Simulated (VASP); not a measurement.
# AgI (F-43m) in VASP: notebook

The runs below take AgI through phonons, with r2SCAN.

All numbers are computed with VASP 6.6.1; they aren't measurements. Logs are shortened: lines on timing, memory, paths and dates and some standing lists are left out, and cuts for length are marked.

## Step 1: The cell of the first run

The structure is cubic, space group F-43m (No. 216). Conventional cell: a = 6.577 Å, b = 6.577 Å, c = 6.577 Å, α = 90.00°, β = 90.00°, γ = 90.00°. Within 3.8 Å of Ag (site symmetry -43m) lie 4 I at 2.85 Å. I (site symmetry -43m) has 4 Ag at 2.85 Å within 3.8 Å.

## Step 2: Phonons, r2SCAN

INCAR

```
SYSTEM = AgI
ALGO     = Normal         ! electronic algorithm
EDIFF    = 1E-8           ! SCF threshold, eV
ENCUT    = 550            ! plane-wave cutoff, eV
GGA_COMPAT= .FALSE.      
IBRION   = 6              ! ionic algorithm
ISIF     = 2              ! what is computed and relaxed
ISMEAR   = 0              ! smearing method
LASPH    = .TRUE.         ! aspherical terms in the spheres
LCHARG   = .FALSE.        ! write CHGCAR
LMIXTAU  = .TRUE.       
LREAL    = .FALSE.        ! projectors in reciprocal space
LWAVE    = .FALSE.        ! write WAVECAR
METAGGA  = R2SCAN         ! meta-GGA
NBANDS   = 16             ! bands
NELM     = 120            ! most SCF steps
NFREE    = 2            
NSW      = 1              ! ionic steps
POTIM    = 0.015          ! step
PREC     = Accurate       ! precision mode
SIGMA    = 0.01           ! smearing width, eV
```

KPOINTS

```
k-points
0
G
  6 6 6
  0 0 0
```

POSCAR

```
AgI
1.0
    3.2886582602      3.2886582602      0.0000000000
   -3.2886582602      3.2886582602      0.0000000000
    0.0000000000      3.2886582602      3.2886582602
Ag I
1 1
Direct
    0.0000000000      0.0000000000      0.0000000000
    0.7500000000      0.2500000000      0.5000000000
```

Potentials or basis: VASP PAW PBE potentials, release 64 (Ag, I).

The run is started by

```console
$ cat potpaw_PBE.64/Ag/POTCAR potpaw_PBE.64/I/POTCAR > POTCAR
$ mpirun -np 1 vasp_std > vasp.out
```

OUTCAR:

```text
SYSTEM = AgI
   EDIFF = 1E-8
   ENCUT = 550
   IBRION = 6
   ISIF = 2
   ISMEAR = 0
   LASPH = .TRUE.
   LREAL = .FALSE.
   METAGGA = R2SCAN
   NELM = 120
   NFREE = 2
   NSW = 1
   POTIM = 0.015
   PREC = Accurate

 ion  position               nearest neighbor table
   1  0.000  0.000  0.000-   2 2.85   2 2.85   2 2.85   2 2.85
   2  0.750  0.250  0.500-   1 2.85   1 2.85   1 2.85   1 2.85

  LATTYP: Found a face centered cubic cell.
 ALAT       =     6.5773165204

  Lattice vectors:

 A1 = (   0.0000000000,   3.2886582602,   3.2886582602)
 A2 = (   3.2886582602,   0.0000000000,   3.2886582602)
 A3 = (   3.2886582602,   3.2886582602,   0.0000000000)

Analysis of symmetry for initial positions (statically):
=====================================================================
 Subroutine PRICEL returns:
 Original cell was already a primitive cell.

 Routine SETGRP: Setting up the symmetry group for a
 face centered cubic supercell.

 Subroutine GETGRP returns: Found 24 space group operations
 (whereof 24 operations were pure point group operations)
 out of a pool of 48 trial point group operations.

The static configuration has the point symmetry T_d .

Analysis of symmetry for dynamics (positions and initial velocities):
=====================================================================
 Subroutine PRICEL returns:
 Original cell was already a primitive cell.

 Routine SETGRP: Setting up the symmetry group for a
 face centered cubic supercell.

 Subroutine GETGRP returns: Found 24 space group operations
 (whereof 24 operations were pure point group operations)
 out of a pool of 48 trial point group operations.

The dynamic configuration has the point symmetry T_d .

 Subroutine INISYM returns: Found 24 space group operations
 (whereof 24 operations are pure point group operations),
 and found     1 'primitive' translations

----------------------------------------------------------------------------------------

                                     Primitive cell

  volume of cell :      71.1355

  direct lattice vectors                    reciprocal lattice vectors
     3.288658260  3.288658260  0.000000000     0.152037688  0.152037688 -0.152037688
    -3.288658260  3.288658260  0.000000000    -0.152037688  0.152037688 -0.152037688
     0.000000000  3.288658260  3.288658260     0.000000000  0.000000000  0.304075377

  length of vectors
     4.650865114  4.650865114  4.650865114     0.263337001  0.263337001  0.304075377

  position of ions in fractional coordinates (direct lattice)
     0.000000000  0.000000000  0.000000000
     0.750000000  0.250000000  0.500000000

  ion indices of the primitive-cell ions
   primitive index   ion index
                 1           1
                 2           2

----------------------------------------------------------------------------------------

 KPOINTS: k-points

Automatic generation of k-mesh.
 Grid dimensions read from file:
 generate k-points for:    6    6    6

 Generating k-lattice:

  Cartesian coordinates                     Fractional coordinates (reciprocal lattice)
     0.025339615  0.025339615 -0.025339615     0.166666667  0.000000000  0.000000000
    -0.025339615  0.025339615 -0.025339615     0.000000000  0.166666667  0.000000000
     0.000000000  0.000000000  0.050679229     0.000000000  0.000000000  0.166666667

  Length of vectors
[... 38 lines left out ...]
   ISTART =      0    job   : 0-new  1-cont  2-samecut
   ICHARG =      2    charge: 1-file 2-atom 10-const
   ISPIN  =      1    spin polarized calculation?
   LNONCOLLINEAR =      F non collinear calculations
   LSORBIT =      F    spin-orbit coupling
   LASPH  =      T    aspherical Exc in radial PAW
   ENCUT  =  550.0 eV  40.42 Ry    6.36 a.u.   8.89  8.89  8.89*2*pi/ulx,y,z
   NELM   =    120;   NELMIN=  2; NELMDL= -5     # of ELM steps
   EDIFF  = 0.1E-07   stopping-criterion for ELM
   LREAL  =      F    real-space projection
   EDIFFG = 0.1E-06   stopping-criterion for IOM
   NSW    =     61    number of steps for IOM
   IBRION =      6    ionic relax: 0-MD 1-quasi-New 2-CG
   NFREE  =      2    steps in history (QN), initial steepest desc. (CG)
   ISIF   =      2    stress and relaxation
   ISYM   =      2    0-nonsym 1-usesym 2-fastsym
   POTIM  = 0.0150    time-step for ionic-motion
   TEBEG  =    0.0;   TEEND  =   0.0 temperature during run
   PSTRESS=    0.0 pullay stress
   NELECT =      18.0000    total number of electrons
   NUPDOWN=      -1.0000    fix difference up-down
   EMIN   =  10.00;   EMAX   =-10.00  energy-range for DOS
   EFERMI =   0.00;   METHOD = LEGACY
   ISMEAR =     0;   SIGMA  =   0.01  broadening in eV -4-tet -1-fermi 0-gaus
   EFERMI_NEDOS =   21; number of points for ismear=-14 and -15
   IALGO  =     38    algorithm
   IMIX   =      4    mixing-type and parameters
     AMIX     =   0.40;   BMIX     =  1.00
     AMIX_MAG =   1.60;   BMIX_MAG =  1.00
  volume/ion in A,a.u.               =      35.57       240.02
  Fermi-wavevector in a.u.,A,eV,Ry     =   1.035469  1.956752 14.588101  1.072195
  Thomas-Fermi vector in A             =   2.169813
   LORBIT       =      0    0 simple, 1 ext, 2 COOP (PROOUT), +10 PAW based schemes
   METAGGA = R2SCAN    functional components
   LHFCALC =     F    Hartree Fock is set to
   AEXX    =    0.0000 exact exchange contribution
   IVDW    =     0    specifies the selected vdW correction
   LEPSILON=     F    determine dielectric tensor
   LRPA    =     F    only Hartree local field effects (RPA)
 finite differences with symmetry
 non-spin polarized calculation
 Gauss-broadening in eV      SIGMA  =   0.01
  energy-cutoff  :      550.00
  volume of cell :       71.14
 maximum number of plane-waves:      2100
   NGX = 17   NGY = 17   NGZ = 17

--------------------------------------- Ionic step        1  -------------------------------------------

 number of electron      18.0000002 magnetization

 Free energy of the ion-electron system (eV)
  ---------------------------------------------------
  ext. energy  EPLUGINS =         0.00000000
  ---------------------------------------------------
  free energy    TOTEN  =       -46.52520349 eV

  energy without entropy =      -46.52520349  energy(sigma->0) =      -46.52520349

------------------------ aborting loop because EDIFF is reached ----------------------------------------

  FORCE on cell =-STRESS in cart. coord.  units (eV):
  Direction    XX          YY          ZZ          XY          YZ          ZX
  --------------------------------------------------------------------------------------
  -------------------------------------------------------------------------------------
  Total       -0.0498766     -0.0498766     -0.0498766      0.0000000     -0.0000000      0.0000000
  in kB       -1.1233668     -1.1233668     -1.1233668      0.0000000     -0.0000000      0.0000000
  external PRESSURE =      -1.1233668 kB  Pullay stress =       0.0000000 kB
[... 131 lines left out ...]
--------------------------------------- Ionic step        5  -------------------------------------------

 number of electron      18.0000002 magnetization

 Free energy of the ion-electron system (eV)
  ---------------------------------------------------
  ext. energy  EPLUGINS =         0.00000000
  ---------------------------------------------------
  free energy    TOTEN  =       -46.52498584 eV

  energy without entropy =      -46.52498584  energy(sigma->0) =      -46.52498584

 E-fermi :   2.5520     XC(G=0):  -8.7599

 val. band max:        2.4648159778   @ k =   0.0000   0.0000   0.0000
 cond. band min:       4.2463657744   @ k =   0.0000   0.0000   0.0000
 fundamental gap:      1.7815497966
 Fermi energy:         2.5519936170

 k-point     1 :       0.0000    0.0000    0.0000
  band No.  band energies     occupation
      1     -10.5394      2.00000
      2      -1.6654      2.00000
      3      -1.6480      2.00000
      4      -1.6304      2.00000
      5      -0.4805      2.00000
      6      -0.4804      2.00000
[... 433 lines left out ...]
      3      -1.4707      2.00000
      4      -1.4428      2.00000
      5      -0.4933      2.00000
      6      -0.4564      2.00000
[... 8 lines left out ...]
     15      13.0882      0.00000
     16      13.9994      0.00000

 [... further k-points ...]
[... 5 lines left out ...]
  --------------------------------------------------------------------------------------
  -------------------------------------------------------------------------------------
  Total       -0.0495175     -0.0484352     -0.0484352      0.0000000     -0.0536137      0.0000000
  in kB       -1.1152787     -1.0909011     -1.0909011      0.0000000     -1.2075367      0.0000000
  external PRESSURE =      -1.0990270 kB  Pullay stress =       0.0000000 kB
[... 17 lines left out ...]
  FREE ENERGIE OF THE ION-ELECTRON SYSTEM (eV)
  ---------------------------------------------------
  free  energy   TOTEN  =       -46.5249858404 eV

  energy  without entropy=      -46.5249858404  energy(sigma->0) =      -46.52498584

 INTERNAL STRAIN TENSORS FROM DISPLACED ATOMS
 ============================================

 INTERNAL STRAIN TENSOR FOR ION    1 for displacements in x,y,z  (eV/Angst):
          X           Y           Z          XY          YZ          ZX
  --------------------------------------------------------------------------------
  x    -0.00000    -0.00000    -0.00000     0.00000    -3.57261     0.00000
  y    -0.00000     0.00000    -0.00000     0.00000     0.00000    -3.57261
  z    -0.00000    -0.00000    -0.00000    -3.57261     0.00000     0.00000

 INTERNAL STRAIN TENSOR FOR ION    2 for displacements in x,y,z  (eV/Angst):
          X           Y           Z          XY          YZ          ZX
  --------------------------------------------------------------------------------
  x     0.00000    -0.00000    -0.00000    -0.00000     3.57338     0.00000
  y     0.00000     0.00000     0.00000     0.00000     0.00000     3.57338
  z    -0.00000    -0.00000     0.00000     3.57338     0.00000     0.00000

 Eigenvectors and eigenvalues of the dynamical matrix
 ----------------------------------------------------

   1 f  =    2.845568 THz    17.879233 2PiTHz   94.917943 cm-1    11.768320 meV
             X         Y         Z           dx          dy          dz
      0.000000  0.000000  0.000000    -0.735794    0.000000    0.000000
      1.644329  4.932987  1.644329     0.677205    0.000000    0.000000
[... 21 lines left out ...]
   6 f/i=    0.002432 THz     0.015281 2PiTHz    0.081123 cm-1     0.010058 meV
             X         Y         Z           dx          dy          dz
      0.000000  0.000000  0.000000    -0.677205    0.000000    0.000000
      1.644329  4.932987  1.644329    -0.735794    0.000000    0.000000

 ELASTIC MODULI CONTR FROM IONIC RELAXATION (kBar)
 Direction    XX          YY          ZZ          XY          YZ          ZX
 --------------------------------------------------------------------------------
 XX          -0.0000     -0.0000     -0.0000     -0.0000     -0.0000     -0.0000
 YY          -0.0000     -0.0000     -0.0000     -0.0000     -0.0000      0.0000
 ZZ          -0.0000     -0.0000     -0.0000     -0.0000     -0.0000     -0.0000
 XY          -0.0000     -0.0000     -0.0000   -148.8643      0.0000     -0.0000
 YZ          -0.0000     -0.0000     -0.0000      0.0000   -148.8643      0.0000
 ZX          -0.0000      0.0000     -0.0000     -0.0000      0.0000   -148.8643
 --------------------------------------------------------------------------------
```

It took 7.4 min on 1 thread of Intel Xeon Platinum 8488C (Sapphire Rapids), shared host; peak memory 0.29 GiB.

What came out:

```yaml
Highest_phonon_frequency_at_Γ_LO-TO_splitting_left_out: 95 cm⁻¹
```

Phonon frequencies in cm⁻¹ (negative: imaginary):
```csv
q point,frequencies
"(0.000, 0.000, 0.000)",0 0 0 95 95 95
```

Caveat: the PAW data sets were made with another functional, which shifts forces and pressure a little; spin-orbit coupling is left out, which moves the levels of the heavy elements.

## Step 3: Phonons, r2SCAN

This run uses another cell than the first one, of 38.76 Å³/atom.

INCAR

```
ALGO     = Normal         # electronic algorithm
EDIFF    = 1E-8           # SCF threshold, eV
ENCUT    = 550            # plane-wave cutoff, eV
GGA_COMPAT= F            
IBRION   = 6              # ionic algorithm
ISIF     = 2              # what is computed and relaxed
ISMEAR   = 0              # smearing method
LASPH    = T              # aspherical terms in the spheres
LCHARG   = F              # write CHGCAR
LMIXTAU  = T            
LREAL    = F              # projectors in reciprocal space
LWAVE    = F              # write WAVECAR
METAGGA  = R2SCAN         # meta-GGA
NBANDS   = 16             # bands
NELM     = 120            # most SCF steps
NFREE    = 2            
NSW      = 1              # ionic steps
POTIM    = 0.015          # step
PREC     = Accurate       # precision mode
SIGMA    = 0.01           # smearing width, eV
```

KPOINTS

```
k-points
0
Gamma
  6 6 6
```

POSCAR

```
AgI
1.0
    3.3843078620      3.3843078620      0.0000000000
   -3.3843078620      3.3843078620      0.0000000000
    0.0000000000      3.3843078620      3.3843078620
Ag I
1 1
Direct
    0.0000000000      0.0000000000      0.0000000000
    0.7500000000      0.2500000000      0.5000000000
```

Potentials or basis: VASP PAW PBE potentials, release 64 (Ag, I).

The run is started by

```console
$ cat potpaw_PBE.64/Ag/POTCAR potpaw_PBE.64/I/POTCAR > POTCAR
$ mpirun -np 1 vasp_std > vasp.out
```

OUTCAR:

```text
EDIFF = 1E-8
   ENCUT = 550
   IBRION = 6
   ISIF = 2
   ISMEAR = 0
   LASPH = T
   LREAL = F
   METAGGA = R2SCAN
   NELM = 120
   NFREE = 2
   NSW = 1
   POTIM = 0.015
   PREC = Accurate

 ion  position               nearest neighbor table
   1  0.000  0.000  0.000-   2 2.93   2 2.93   2 2.93   2 2.93
   2  0.750  0.250  0.500-   1 2.93   1 2.93   1 2.93   1 2.93

  LATTYP: Found a face centered cubic cell.
 ALAT       =     6.7686157240

  Lattice vectors:

 A1 = (   0.0000000000,   3.3843078620,   3.3843078620)
 A2 = (   3.3843078620,   0.0000000000,   3.3843078620)
 A3 = (   3.3843078620,   3.3843078620,   0.0000000000)

Analysis of symmetry for initial positions (statically):
=====================================================================
 Subroutine PRICEL returns:
 Original cell was already a primitive cell.

[... 787 lines left out ...]
  Total       -1.0090043     -1.0084413     -1.0084413      0.0000000     -0.0250764      0.0000000
  in kB      -20.8527825    -20.8411472    -20.8411472      0.0000000     -0.5182465      0.0000000
  external PRESSURE =     -20.8450256 kB  Pullay stress =       0.0000000 kB
[... 17 lines left out ...]
  FREE ENERGIE OF THE ION-ELECTRON SYSTEM (eV)
  ---------------------------------------------------
  free  energy   TOTEN  =       -46.4790052713 eV

  energy  without entropy=      -46.4790052713  energy(sigma->0) =      -46.47900527

 INTERNAL STRAIN TENSORS FROM DISPLACED ATOMS
 ============================================

 INTERNAL STRAIN TENSOR FOR ION    1 for displacements in x,y,z  (eV/Angst):
          X           Y           Z          XY          YZ          ZX
  --------------------------------------------------------------------------------
  x     0.00000     0.00000     0.00000     0.00000    -1.67310     0.00000
  y     0.00000     0.00000     0.00000     0.00000     0.00000    -1.67310
  z     0.00000     0.00000     0.00000    -1.67310     0.00000     0.00000

 INTERNAL STRAIN TENSOR FOR ION    2 for displacements in x,y,z  (eV/Angst):
          X           Y           Z          XY          YZ          ZX
  --------------------------------------------------------------------------------
  x     0.00000    -0.00000    -0.00000    -0.00000     1.67246     0.00000
  y    -0.00000     0.00000    -0.00000     0.00000    -0.00000     1.67246
  z    -0.00000    -0.00000     0.00000     1.67246     0.00000    -0.00000

 Eigenvectors and eigenvalues of the dynamical matrix
 ----------------------------------------------------

   1 f  =    2.170332 THz    13.636597 2PiTHz   72.394478 cm-1     8.975767 meV
             X         Y         Z           dx          dy          dz
      0.000000  0.000000  0.000000     0.000000    0.734979    0.000000
      1.692154  5.076462  1.692154     0.000000   -0.678090    0.000000
[... 21 lines left out ...]
   6 f/i=    0.000756 THz     0.004751 2PiTHz    0.025220 cm-1     0.003127 meV
             X         Y         Z           dx          dy          dz
      0.000000  0.000000  0.000000     0.000000    0.000000   -0.678090
      1.692154  5.076462  1.692154     0.000000    0.000000   -0.734979

 ELASTIC MODULI CONTR FROM IONIC RELAXATION (kBar)
 Direction    XX          YY          ZZ          XY          YZ          ZX
 --------------------------------------------------------------------------------
 XX          -0.0000      0.0000      0.0000      0.0000     -0.0000      0.0000
 YY           0.0000     -0.0000     -0.0000      0.0000      0.0000     -0.0000
 ZZ           0.0000     -0.0000     -0.0000     -0.0000      0.0000      0.0000
 XY           0.0000      0.0000     -0.0000    -51.4578     -0.0000     -0.0000
 YZ          -0.0000      0.0000      0.0000     -0.0000    -51.4578      0.0000
 ZX           0.0000     -0.0000      0.0000     -0.0000      0.0000    -51.4578
 --------------------------------------------------------------------------------
```

stdout:

```text
POSCAR found type information on POSCAR AgI
 POSCAR found :  2 types and       2 ions
 scaLAPACK will be used
 -----------------------------------------------------------------------------
|                                                                             |
|                                                                             |
|     You enforced a specific xc type in the INCAR file but a different       |
|     I HOPE YOU KNOW WHAT YOU ARE DOING!                                     |
|                                                                             |
 -----------------------------------------------------------------------------

 LDA part: xc-table for (None), standard interpolation
 POSCAR, INCAR and KPOINTS ok, starting setup
 FFT: planning ... GRIDC
 FFT: planning ... GRID_SOFT
 FFT: planning ... GRID
 WAVECAR not read
 entering main loop
 Found     2 degrees of freedom:
 Finite differences POTIM= 0.01500 DOF=   2
 bond charge predicted
 Finite differences progress:
 bond charge predicted
 Finite differences progress:
 bond charge predicted
 Finite differences progress:
 bond charge predicted
 Finite differences progress:
```

Run time: 11 min. Hardware: 1 thread of Intel Xeon Platinum 8488C (Sapphire Rapids), shared host; peak memory 0.32 GiB.

What came out:

| Item | Value |
| --- | --- |
| Highest phonon frequency at Γ, LO-TO splitting left out | 72 cm⁻¹ |

Phonon frequencies in cm⁻¹ (negative: imaginary):
```csv
q point,frequencies
"(0.000, 0.000, 0.000)",0 0 0 72 72 72
```

Caveat: the cell stands under pressure or tension, which shifts response properties; the PAW data sets were made with another functional, which shifts forces and pressure a little; spin-orbit coupling is left out, which moves the levels of the heavy elements.
